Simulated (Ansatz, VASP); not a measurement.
# S in VASP and in Ansatz

```xyz
3
Lattice="6.3294 0.0000 0.0000 -3.1647 5.4814 0.0000 0.0000 0.0000 2.1276" Properties=species:S:1:pos:R:3 pbc="T T T"
S     0.0000    0.0000    0.0000
S     0.0000    3.6543    1.0638
S     3.1647    1.8271    1.0638
```

Alike in both runs: functional PBE; k mesh 6 × 6 × 6; occupations gaussian, width 0.1 eV; no spin polarisation.

Ansatz relaxed the structure, and its values are those at the end. VASP's run is a single point on that final structure, the one shown.

|  | VASP | Ansatz |
| --- | --- | --- |
| version | VASP 6.6.1 | Ansatz 0.2.0 |
| potentials or method | VASP PAW PBE potentials, release 64 (S), cutoff 520 eV | scalar-relativistic, plane waves, PAW |
| valence electrons in the cell | 18 | 18 |

```tsv
	VASP	Ansatz	Ansatz less VASP
gap on the k mesh at the Fermi level (eV)	none	none	-
pressure (GPa)	-0.1	0.1	+0.17
```

A gap of «none» marks a metal or a gap that the smearing closes.

The k mesh is coarse, so the values compare programs but aren't converged.
